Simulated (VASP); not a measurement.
# FeSi (Pm-3m) in VASP: further runs, part 2 of 2

VASP 6.6.1.

### 4 Single point, LDA

This run uses another cell than the first one, of 9.94 Å³/atom, 1.042 times its volume.

The input, INCAR:

```
ALGO     = Normal         # electronic algorithm
EDIFF    = 1E-6           # SCF threshold, eV
ENCUT    = 520            # plane-wave cutoff, eV
ISIF     = 2              # what is computed and relaxed
ISMEAR   = 0              # smearing method
LASPH    = T              # aspherical terms in the spheres
LCHARG   = F              # write CHGCAR
LREAL    = F              # projectors in reciprocal space
LWAVE    = F              # write WAVECAR
NBANDS   = 13             # bands
NELM     = 80             # most SCF steps
PREC     = Accurate       # precision mode
SIGMA    = 0.05           # smearing width, eV
```

The input, KPOINTS:

```
k-points
0
Gamma
  16 16 16
```

The input, POSCAR:

```
FeSi
1.0
    2.7090887216      0.0000000000      0.0000000000
    0.0000000000      2.7090887216      0.0000000000
    0.0000000000      0.0000000000      2.7090887216
Fe Si
1 1
Direct
    0.5000000000      0.5000000000      0.5000000000
    0.0000000000      0.0000000000      0.0000000000
```

The run is started by

```console
> cat potpaw_LDA.64/Fe/POTCAR potpaw_LDA.64/Si/POTCAR > POTCAR
> mpirun -np 1 vasp_std > vasp.out
```

Run time: 21 s. Hardware: 1 thread of Intel Xeon Platinum 8488C (Sapphire Rapids), shared host; peak memory 0.15 GiB.

It converged, with:

* Free energy: -16.6401 eV
* Pressure: 1.1 GPa
* Band gap on the k mesh: zero (band 6 reaches 11.95 eV, above the bottom of band 7 at 11.75 eV)

Levels at points of the mesh, in eV from the Fermi level:
| k point | band 4 | band 5 | band 6 | band 7 | band 8 | band 9 |
| --- | --- | --- | --- | --- | --- | --- |
| (0.00, 0.00, 0.00) | -0.89 | -0.89 | -0.89 | 3.46 | 3.46 | 3.46 |
| (0.50, 0.00, 0.00) | -2.56 | -2.56 | -0.68 | 0.35 | 6.65 | 9.20 |
| (0.50, 0.50, 0.00) | -4.14 | -1.98 | -1.98 | -0.02 | 2.70 | 2.95 |
| (0.50, 0.50, 0.50) | -1.17 | 0.04 | 0.04 | 1.66 | 1.66 | 1.66 |

Spin polarisation is off, so any magnetic state and its effect on volume and gap are missing.

### 5 Single point, LDA (volume scaled by 1.020)

The input, INCAR:

```
PREC = Accurate ; ENCUT = 520
EDIFF = 1E-6 ; ISMEAR = 0
SIGMA = 0.05 ; LREAL = F
LASPH = T ; NELM = 60
ALGO = Normal ; ISIF = 2
LWAVE = F ; LCHARG = T
GGA = CA ; LELF = T
LVHAR = T ; NBANDS = 13
```

The input, KPOINTS:

```
Automatic mesh
0
Gamma
  16 16 16
```

The input, POSCAR:

```
FeSi
1.0
    2.7270302294      0.0000000000      0.0000000000
    0.0000000000      2.7270302294      0.0000000000
    0.0000000000      0.0000000000      2.7270302294
Fe Si
1 1
Direct
    0.5000000000      0.5000000000      0.5000000000
    0.0000000000      0.0000000000      0.0000000000
```

Potentials or basis: VASP PAW LDA potentials, release 64 (Fe, Si).

The run is started by

```console
> cat potpaw_LDA.64/Fe/POTCAR potpaw_LDA.64/Si/POTCAR > POTCAR
> mpirun -np 1 vasp_std > vasp.out
```

OUTCAR:

```text
PREC = Accurate
   ENCUT = 520
   EDIFF = 1E-6
   ISMEAR = 0
   LREAL = F
   LASPH = T
   NELM = 60
   ISIF = 2
   GGA = CA

 ion  position               nearest neighbor table
   1  0.500  0.500  0.500-   2 2.36   2 2.36   2 2.36   2 2.36   2 2.36   2 2.36   2 2.36   2 2.36

   2  0.000  0.000  0.000-   1 2.36   1 2.36   1 2.36   1 2.36   1 2.36   1 2.36   1 2.36   1 2.36

  LATTYP: Found a simple cubic cell.
 ALAT       =     2.7270302294

  Lattice vectors:

 A1 = (   2.7270302294,   0.0000000000,   0.0000000000)
 A2 = (   0.0000000000,   2.7270302294,   0.0000000000)
 A3 = (   0.0000000000,   0.0000000000,   2.7270302294)

Analysis of symmetry for initial positions (statically):
=====================================================================
 Subroutine PRICEL returns:
 Original cell was already a primitive cell.

 Routine SETGRP: Setting up the symmetry group for a
 simple cubic supercell.

 Subroutine GETGRP returns: Found 48 space group operations
 (whereof 48 operations were pure point group operations)
 out of a pool of 48 trial point group operations.

The static configuration has the point symmetry O_h .

Analysis of symmetry for dynamics (positions and initial velocities):
=====================================================================
 Subroutine PRICEL returns:
 Original cell was already a primitive cell.

 Routine SETGRP: Setting up the symmetry group for a
 simple cubic supercell.

 Subroutine GETGRP returns: Found 48 space group operations
 (whereof 48 operations were pure point group operations)
 out of a pool of 48 trial point group operations.

The dynamic configuration has the point symmetry O_h .

 Subroutine INISYM returns: Found 48 space group operations
 (whereof 48 operations are pure point group operations),
 and found     1 'primitive' translations

----------------------------------------------------------------------------------------
[... 116 lines left out ...]
  Thomas-Fermi vector in A             =   2.499827
   LORBIT       =      0    0 simple, 1 ext, 2 COOP (PROOUT), +10 PAW based schemes
   GGA     = CA    functional components
   LHFCALC =     F    Hartree Fock is set to
   AEXX    =    0.0000 exact exchange contribution
   IVDW    =     0    specifies the selected vdW correction
   LEPSILON=     F    determine dielectric tensor
   LRPA    =     F    only Hartree local field effects (RPA)
 non-spin polarized calculation
 Gauss-broadening in eV      SIGMA  =   0.05
  energy-cutoff  :      520.00
  volume of cell :       20.28
 maximum number of plane-waves:       560
   NGX = 11   NGY = 11   NGZ = 11

 number of electron      11.9999990 magnetization

 Free energy of the ion-electron system (eV)
  ---------------------------------------------------
  ext. energy  EPLUGINS =         0.00000000
  ---------------------------------------------------
  free energy    TOTEN  =       -16.63601535 eV

  energy without entropy =      -16.63500887  energy(sigma->0) =      -16.63551211

 E-fermi :  11.4636     XC(G=0): -13.4037

 val. band max:       11.4605827555   @ k =   0.5000   0.5000   0.1250
 cond. band min:      11.4695734602   @ k =   0.5000   0.5000   0.1875
 fundamental gap:      0.0089907048
 Fermi energy:        11.4636242942

 k-point     1 :       0.0000    0.0000    0.0000
  band No.  band energies     occupation
      1      -3.0154      2.00000
      2       7.4233      2.00000
      3       7.4233      2.00000
      4      10.6080      2.00000
      5      10.6080      2.00000
      6      10.6080      2.00000
      7      14.8666      0.00000
      8      14.8666      0.00000
      9      14.8666      0.00000
     10      19.7292      0.00000
     11      19.7292      0.00000
     12      25.2308      0.00000
     13      31.8630      0.00000
[... 354 lines left out ...]
  band No.  band energies     occupation
      1       1.2453      2.00000
      2       2.8354      2.00000
      3       8.4646      2.00000
      4       8.6542      2.00000
      5       9.0645      2.00000
      6      10.5961      2.00000
      7      11.7848      0.00000
      8      17.1149      0.00000
      9      19.6171      0.00000
     10      20.4260      0.00000
     11      20.9366      0.00000
     12      22.0942      0.00000
     13      26.0059      0.00000

 [... further k-points ...]
[... 5 lines left out ...]
  --------------------------------------------------------------------------------------
  -------------------------------------------------------------------------------------
  Total       -0.5246275     -0.5246275     -0.5246275      0.0000000      0.0000000      0.0000000
  in kB      -41.4468728    -41.4468728    -41.4468728      0.0000000      0.0000000      0.0000000
  external PRESSURE =     -41.4468728 kB  Pullay stress =       0.0000000 kB

 VOLUME and BASIS-vectors are now :
 -----------------------------------------------------------------------------
  energy-cutoff  :      520.00
  volume of cell :       20.28
      direct lattice vectors                 reciprocal lattice vectors
     2.727030229  0.000000000  0.000000000     0.366699272  0.000000000  0.000000000
     0.000000000  2.727030229  0.000000000     0.000000000  0.366699272  0.000000000
     0.000000000  0.000000000  2.727030229     0.000000000  0.000000000  0.366699272

 POSITION                                       TOTAL-FORCE (eV/Angst)
 -----------------------------------------------------------------------------------
      1.36352      1.36352      1.36352         0.000000      0.000000      0.000000
      0.00000      0.00000      0.00000         0.000000      0.000000      0.000000
 -----------------------------------------------------------------------------------
    total drift:                               -0.000000      0.000000     -0.000000

  FREE ENERGIE OF THE ION-ELECTRON SYSTEM (eV)
  ---------------------------------------------------
  free  energy   TOTEN  =       -16.6360153487 eV

  energy  without entropy=      -16.6350088720  energy(sigma->0) =      -16.63551211
```

stdout:

```text
POSCAR found type information on POSCAR FeSi
 POSCAR found :  2 types and       2 ions
 scaLAPACK will be used
 LDA part: xc-table for (Slater(with rela. corr.)+CA(PZ))
 , standard interpolation
 POSCAR, INCAR and KPOINTS ok, starting setup
 FFT: planning ... GRIDC
 FFT: planning ... GRID_SOFT
 FFT: planning ... GRID
 WAVECAR not read
 entering main loop
```

Wall time 22 s (1 thread of Intel Xeon Platinum 8488C (Sapphire Rapids), shared host); peak memory 0.15 GiB.

Results:

- Free energy: -16.6360 eV
- Pressure: -4.1 GPa
- Band gap on the k mesh: zero (band 6 reaches 11.63 eV, above the bottom of band 7 at 11.44 eV)

Caveat: the cell differs from its parent crystal (volume scaled by 1.020). Spin polarisation is off, so any magnetic state and its effect on volume and gap are missing.

### 6 The runs side by side

```tsv
cell	gap on the mesh (eV)	pressure (GPa)
a = 2.672 Å, 2 atoms	none	13.2
a = 2.691 Å, 2 atoms	none	6.7
a = 2.709 Å, 2 atoms	none	1.1
a = 2.727 Å, 2 atoms	none	-4.1
```

Alike in all rows: task single point; level LDA; potentials or basis VASP PAW LDA potentials, release 64 (Fe, Si); no spin polarisation; k mesh 16 × 16 × 16; cutoff (eV) 520; smearing gaussian 0.05 eV.

Total energies depend on the potentials used, so only differences within one code and one set of settings carry meaning.
